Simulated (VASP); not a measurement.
# HfPdSe4 (P-3m1) in VASP: single point with HSE06

Aim: the single point of HfPdSe4 with HSE06.

All numbers are computed with VASP 6.6.1; they aren't measurements. Logs are shortened: lines on timing, memory, paths and dates and some standing lists are left out, and cuts for length are marked.

### 1 The cell of the first run

The structure is trigonal, space group P-3m1 (No. 164). The conventional cell has a = 3.755 Å, b = 3.755 Å, c = 13.430 Å, α = 90.00°, β = 90.00°, γ = 120.00°. Hf (site symmetry -3m) has 6 Se at 2.68 Å within 3.5 Å. Within 3.3 Å of Pd (site symmetry -3m) lie 6 Se at 2.53 Å. Se (site symmetry 3m) has 3 Hf at 2.68 Å within 3.5 Å. Se (site symmetry 3m) has 3 Pd at 2.53 Å and 3 Se at 3.38 Å within 3.4 Å.

### 2 Single point, HSE06

Contents of POSCAR:

```
HfPdSe4
1.0
    3.7552773846      0.0000000000      0.0000000000
   -1.8776386923      3.2521656133      0.0000000000
    0.0000000000      0.0000000000     13.4302469000
Hf Pd Se
1 1 4
Direct
    0.0000000000      0.0000000000      0.0000000000
    0.0000000000      0.0000000000      0.5000000000
    0.6666666667      0.3333333333      0.8821190000
    0.6666666667      0.3333333333      0.4032910000
    0.3333333333      0.6666666667      0.5967090000
    0.3333333333      0.6666666667      0.1178810000
```

Contents of INCAR.step1:

```
  PREC = Accurate
  ENCUT = 520
  EDIFF = 1E-5
  ISMEAR = 0
  SIGMA = 0.02
  LREAL = False
  LASPH = True
  NELM = 100
  ALGO = Normal
  ISIF = 2
  LWAVE = True
  LCHARG = False
  NBANDS = 31
  GGA = PE
  KPAR = 4
```

Contents of INCAR.step2:

```
  PREC = Accurate
  ENCUT = 520
  EDIFF = 1E-6
  ISMEAR = 0
  SIGMA = 0.02
  LREAL = False
  LASPH = True
  NELM = 100
  ALGO = Normal
  ISIF = 2
  LWAVE = False
  LCHARG = False
  GGA = PE
  LHFCALC = True
  HFSCREEN = 0.2079
  PRECFOCK = Fast
  NBANDS = 31
  ISTART = 1
  KPAR = 4
```

Contents of KPOINTS:

```
Automatic mesh
0
Gamma
  6 6 2
```

Potentials or basis: VASP PAW PBE potentials, release 64 (Hf_pv, Pd, Se).

Started as:

```sh
$ cat potpaw_PBE.64/Hf_pv/POTCAR potpaw_PBE.64/Pd/POTCAR potpaw_PBE.64/Se/POTCAR > POTCAR
$ cp INCAR.step1 INCAR
$ mpirun -np 4 vasp_std > vasp.out
$ cp INCAR.step2 INCAR
$ mpirun -np 4 vasp_std > vasp.out
```

OUTCAR:

```text
PREC = Accurate
   ENCUT = 520
   EDIFF = 1E-6
   ISMEAR = 0
   LREAL = False
   LASPH = True
   NELM = 100
   ISIF = 2
   GGA = PE
   LHFCALC = True
   HFSCREEN = 0.2079
   PRECFOCK = Fast
   ISTART = 1

 ion  position               nearest neighbor table
   1  0.000  0.000  0.000-   3 2.68   6 2.68   6 2.68   3 2.68   3 2.68   6 2.68
   2  0.000  0.000  0.500-   4 2.53   5 2.53   5 2.53   4 2.53   4 2.53   5 2.53
   3  0.667  0.333  0.882-   1 2.68   1 2.68   1 2.68
   4  0.667  0.333  0.403-   2 2.53   2 2.53   2 2.53
   5  0.333  0.667  0.597-   2 2.53   2 2.53   2 2.53
   6  0.333  0.667  0.118-   1 2.68   1 2.68   1 2.68

  LATTYP: Found a hexagonal cell.
 ALAT       =     3.7552773846
 C/A-ratio  =     3.5763661441

  Lattice vectors:

 A1 = (   3.7552773846,   0.0000000000,   0.0000000000)
 A2 = (  -1.8776386923,   3.2521656133,   0.0000000000)
 A3 = (   0.0000000000,   0.0000000000,  13.4302469000)

Analysis of symmetry for initial positions (statically):
=====================================================================
 Subroutine PRICEL returns:
 Original cell was already a primitive cell.

 Routine SETGRP: Setting up the symmetry group for a
 hexagonal supercell.

 Subroutine GETGRP returns: Found 12 space group operations
 (whereof 12 operations were pure point group operations)
 out of a pool of 24 trial point group operations.

The static configuration has the point symmetry D_3d.

Analysis of symmetry for dynamics (positions and initial velocities):
=====================================================================
 Subroutine PRICEL returns:
 Original cell was already a primitive cell.

 Routine SETGRP: Setting up the symmetry group for a
 hexagonal supercell.

 Subroutine GETGRP returns: Found 12 space group operations
 (whereof 12 operations were pure point group operations)
 out of a pool of 24 trial point group operations.

The dynamic configuration has the point symmetry D_3d.

 Subroutine INISYM returns: Found 12 space group operations
 (whereof 12 operations are pure point group operations),
 and found     1 'primitive' translations

----------------------------------------------------------------------------------------

                                     Primitive cell

  volume of cell :     164.0207

  direct lattice vectors                    reciprocal lattice vectors
     3.755277385  0.000000000  0.000000000     0.266291913  0.153743708  0.000000000
    -1.877638692  3.252165613  0.000000000     0.000000000  0.307487416  0.000000000
     0.000000000  0.000000000 13.430246900     0.000000000  0.000000000  0.074458795

  length of vectors
     3.755277385  3.755277385 13.430246900     0.307487416  0.307487416  0.074458795

  position of ions in fractional coordinates (direct lattice)
     0.000000000  0.000000000  0.000000000
     0.000000000  0.000000000  0.500000000
     0.666666667  0.333333333  0.882119000
     0.666666667  0.333333333  0.403291000
     0.333333333  0.666666667  0.596709000
     0.333333333  0.666666667  0.117881000

  ion indices of the primitive-cell ions
   primitive index   ion index
                 1           1
                 2           2
                 3           3
                 4           4
                 5           5
                 6           6

----------------------------------------------------------------------------------------

 KPOINTS: Automatic mesh

Automatic generation of k-mesh.
 Grid dimensions read from file:
 generate k-points for:    6    6    2

 Generating k-lattice:

  Cartesian coordinates                     Fractional coordinates (reciprocal lattice)
     0.044381986  0.025623951  0.000000000     0.166666667  0.000000000  0.000000000
     0.000000000  0.051247903  0.000000000     0.000000000  0.166666667  0.000000000
     0.000000000  0.000000000  0.037229397     0.000000000  0.000000000  0.500000000

  Length of vectors
     0.051247903  0.051247903  0.037229397

  Shift w.r.t. Gamma in fractional coordinates (k-lattice)
     0.000000000  0.000000000  0.000000000

 Subroutine IBZKPT returns following result:
 ===========================================

 Found     14 irreducible k-points:

 Following reciprocal coordinates:
            Coordinates               Weight
  0.000000  0.000000  0.000000      1.000000
  0.166667  0.000000  0.000000      6.000000
  0.333333  0.000000  0.000000      6.000000
  0.500000  0.000000  0.000000      3.000000
  0.166667  0.166667  0.000000      6.000000
  0.333333  0.166667  0.000000     12.000000
  0.333333  0.333333  0.000000      2.000000
  0.000000  0.000000  0.500000      1.000000
  0.166667  0.000000  0.500000      6.000000
  0.333333  0.000000  0.500000      6.000000
  0.500000  0.000000  0.500000      3.000000
  0.166667  0.166667  0.500000      6.000000
  0.333333  0.166667  0.500000     12.000000
  0.333333  0.333333  0.500000      2.000000
   k-points           NKPTS =     14   k-points in BZ     NKDIM =     72   number of bands    NBANDS=     31
   number of dos      NEDOS =    301   number of ions     NIONS =      6
   total plane-waves  NPLWV =  78400
   dimension x,y,z NGX =    28 NGY =   28 NGZ =  100
   dimension x,y,z NGXF=    56 NGYF=   56 NGZF=  200
   ions per type =               1   1   4
   NGX,Y,Z   is equivalent  to a cutoff of  12.40, 12.40, 12.38 a.u.
   NGXF,Y,Z  is equivalent  to a cutoff of  24.79, 24.79, 24.76 a.u.
 SYSTEM =  unknown system
   PREC   = accura    normal or accurate (medium, high low for compatibility)
   ISTART =      1    job   : 0-new  1-cont  2-samecut
   ICHARG =      0    charge: 1-file 2-atom 10-const
   ISPIN  =      1    spin polarized calculation?
   LNONCOLLINEAR =      F non collinear calculations
   LSORBIT =      F    spin-orbit coupling
   LASPH  =      T    aspherical Exc in radial PAW
   ENCUT  =  520.0 eV  38.22 Ry    6.18 a.u.   6.98  6.98 24.97*2*pi/ulx,y,z
   NELM   =    100;   NELMIN=  2; NELMDL=  0     # of ELM steps
   EDIFF  = 0.1E-05   stopping-criterion for ELM
   LREAL  =      F    real-space projection
   EDIFFG = 0.1E-04   stopping-criterion for IOM
   NSW    =      0    number of steps for IOM
   IBRION =     -1    ionic relax: 0-MD 1-quasi-New 2-CG
   NFREE  =      0    steps in history (QN), initial steepest desc. (CG)
   ISIF   =      2    stress and relaxation
   ISYM   =      3    0-nonsym 1-usesym 2-fastsym
   POTIM  = 0.5000    time-step for ionic-motion
   TEBEG  =    0.0;   TEEND  =   0.0 temperature during run
   PSTRESS=    0.0 pullay stress
   NELECT =      44.0000    total number of electrons
   NUPDOWN=      -1.0000    fix difference up-down
   EMIN   =  10.00;   EMAX   =-10.00  energy-range for DOS
   EFERMI =   0.00;   METHOD = LEGACY
   ISMEAR =     0;   SIGMA  =   0.02  broadening in eV -4-tet -1-fermi 0-gaus
   EFERMI_NEDOS =   21; number of points for ismear=-14 and -15
   IALGO  =     38    algorithm
   IMIX   =      1    mixing-type and parameters
     AMIX     =   0.40;   BMIX     =  1.00
     AMIX_MAG =   1.60;   BMIX_MAG =  1.00
  volume/ion in A,a.u.               =      27.34       184.48
  Fermi-wavevector in a.u.,A,eV,Ry     =   1.055827  1.995224 15.167380  1.114771
  Thomas-Fermi vector in A             =   2.191040
   LORBIT       =      0    0 simple, 1 ext, 2 COOP (PROOUT), +10 PAW based schemes
   GGA     = PE    functional components
   LHFCALC =     T    Hartree Fock is set to
   PRECFOCK=fast      Normal, Fast or Accurate (Low or Medium for compatibility)
   ENCUT4O =  -1.0   cutoff for four orbital integrals eV
   NKREDX  =     1    reduce k-point grid by
   NKREDY  =     1    reduce k-point grid by
   NKREDZ  =     1    reduce k-point grid by
   AEXX    =    0.2500 exact exchange contribution
   HFSCREEN=    0.2079 screening length (either q_TF or 0.3 A-1)
   HFSCREENC=   0.2079 screening length for correlation (either q_TF or 0.3 A-1)
   ENCUTFOCK=  -1.0 apply spherical cutoff to Coloumb kernel
   IVDW    =     0    specifies the selected vdW correction
   LEPSILON=     F    determine dielectric tensor
   LRPA    =     F    only Hartree local field effects (RPA)
 non-spin polarized calculation
 Gauss-broadening in eV      SIGMA  =   0.02
  energy-cutoff  :      520.00
  volume of cell :      164.02
 maximum number of plane-waves:      4440
 NGX is ok and might be reduce to    28
  NGX = 16; NGY = 16; NGZ = 60

 number of electron      44.0000003 magnetization

 Free energy of the ion-electron system (eV)
  ---------------------------------------------------
  ext. energy  EPLUGINS =         0.00000000
  ---------------------------------------------------
  free energy    TOTEN  =       -40.47708394 eV

  energy without entropy =      -40.47708394  energy(sigma->0) =      -40.47708394

 E-fermi :   2.1596     XC(G=0):  -7.4042

 val. band max:        2.0032605935   @ k =   0.0000   0.0000   0.0000
 cond. band min:       3.1415117966   @ k =   0.5000   0.0000   0.0000
 fundamental gap:      1.1382512031
 Fermi energy:         2.1596443249

 k-point     1 :       0.0000    0.0000    0.0000
  band No.  band energies     occupation
      1     -31.5885      2.00000
      2     -31.5042      2.00000
      3     -31.5042      2.00000
      4     -13.0748      2.00000
      5     -12.6736      2.00000
      6     -11.5085      2.00000
[... 23 lines left out ...]
     30       7.7190      0.00000
     31       8.0154      0.00000

 k-point     2 :       0.1667    0.0000    0.0000
  band No.  band energies     occupation
      1     -31.5808      2.00000
      2     -31.5443      2.00000
      3     -31.5135      2.00000
      4     -12.8053      2.00000
      5     -12.3794      2.00000
      6     -11.4766      2.00000
[... 23 lines left out ...]
     30       8.5205      0.00000
     31       9.4252      0.00000

 k-point     3 :       0.3333    0.0000    0.0000
  band No.  band energies     occupation
      1     -31.6236      2.00000
      2     -31.5652      2.00000
      3     -31.5319      2.00000
      4     -12.1561      2.00000
      5     -11.7481      2.00000
      6     -11.4211      2.00000
[... 23 lines left out ...]
     30       8.5310      0.00000
     31       8.7130      0.00000

 k-point     4 :       0.5000    0.0000    0.0000
  band No.  band energies     occupation
      1     -31.6627      2.00000
      2     -31.5575      2.00000
      3     -31.5410      2.00000
      4     -11.6168      2.00000
      5     -11.5876      2.00000
      6     -11.5199      2.00000
[... 23 lines left out ...]
     30       8.1280      0.00000
     31       8.1795      0.00000

 k-point     5 :       0.1667    0.1667    0.0000
  band No.  band energies     occupation
      1     -31.5962      2.00000
      2     -31.5694      2.00000
      3     -31.5349      2.00000
      4     -12.3433      2.00000
      5     -11.8971      2.00000
      6     -11.4306      2.00000
[... 23 lines left out ...]
     30       9.7045      0.00000
     31      10.0724      0.00000
[... 202 lines left out ...]
     30       8.1717      0.00000
     31       8.5314      0.00000

 k-point    12 :       0.1667    0.1667    0.5000
  band No.  band energies     occupation
      1     -31.5962      2.00000
      2     -31.5695      2.00000
      3     -31.5349      2.00000
      4     -12.3426      2.00000
      5     -11.9007      2.00000
      6     -11.3986      2.00000
[... 23 lines left out ...]
     30       9.5592      0.00000
     31      10.0988      0.00000

 k-point    13 :       0.3333    0.1667    0.5000
  band No.  band energies     occupation
      1     -31.6422      2.00000
      2     -31.5622      2.00000
      3     -31.5573      2.00000
      4     -11.7478      2.00000
      5     -11.4609      2.00000
      6     -11.4349      2.00000
[... 23 lines left out ...]
     30       8.8491      0.00000
     31       9.2196      0.00000

 k-point    14 :       0.3333    0.3333    0.5000
  band No.  band energies     occupation
      1     -31.6141      2.00000
      2     -31.6141      2.00000
      3     -31.5543      2.00000
      4     -11.5034      2.00000
      5     -11.5034      2.00000
      6     -11.2325      2.00000
[... 23 lines left out ...]
     30       9.4093      0.00000
     31       9.5181      0.00000

------------------------ aborting loop because EDIFF is reached ----------------------------------------

  FORCE on cell =-STRESS in cart. coord.  units (eV):
  Direction    XX          YY          ZZ          XY          YZ          ZX
  --------------------------------------------------------------------------------------
  -------------------------------------------------------------------------------------
  Total       -2.5633614     -2.5633614     -2.1604638      0.0000000      0.0000000      0.0000000
  in kB      -25.0392752    -25.0392752    -21.1037144      0.0000000      0.0000000      0.0000000
  external PRESSURE =     -23.7274216 kB  Pullay stress =       0.0000000 kB

 VOLUME and BASIS-vectors are now :
 -----------------------------------------------------------------------------
  energy-cutoff  :      520.00
  volume of cell :      164.02
      direct lattice vectors                 reciprocal lattice vectors
     3.755277385  0.000000000  0.000000000     0.266291913  0.153743708  0.000000000
    -1.877638692  3.252165613  0.000000000     0.000000000  0.307487416  0.000000000
     0.000000000  0.000000000 13.430246900     0.000000000  0.000000000  0.074458795

 POSITION                                       TOTAL-FORCE (eV/Angst)
 -----------------------------------------------------------------------------------
      0.00000      0.00000      0.00000         0.000000      0.000000      0.000000
      0.00000      0.00000      6.71512        -0.000000      0.000000      0.000000
      1.87764      1.08406     11.84708         0.000000     -0.000000      0.355036
      1.87764      1.08406      5.41630         0.000000     -0.000000      0.379336
     -0.00000      2.16811      8.01395         0.000000      0.000000     -0.379336
     -0.00000      2.16811      1.58317         0.000000      0.000000     -0.355036
 -----------------------------------------------------------------------------------
    total drift:                               -0.000030     -0.000037     -0.000574

  FREE ENERGIE OF THE ION-ELECTRON SYSTEM (eV)
  ---------------------------------------------------
  free  energy   TOTEN  =       -40.4770839382 eV

  energy  without entropy=      -40.4770839382  energy(sigma->0) =      -40.47708394
```

Run time: 44 min. Hardware: 4 MPI ranks of Intel Xeon Platinum 8488C (Sapphire Rapids), shared host; peak memory 0.46 GiB.

Results:

| Property | Result |
| --- | --- |
| Free energy | -40.4771 eV |
| Pressure | -2.4 GPa |
| Largest force | 0.379 eV/Å |
| Band gap on the k mesh | 1.14 eV (least direct gap 1.45 eV) |

Forces in eV/Å, atoms in the order of the input:
```
Hf   0.000  0.000  0.000
Pd   0.000  0.000  0.000
Se   0.000  0.000  0.355
Se   0.000  0.000  0.379
Se   0.000  0.000 -0.379
Se   0.000  0.000 -0.355
```

Caveat: the PAW data sets were made with another functional, which shifts forces and pressure a little; spin-orbit coupling is left out, which moves the levels of the heavy elements; this functional lacks dispersion, which binds layers or chains, so the pressure and a relaxed spacing across them are unreliable. A k mesh can miss the band edges.
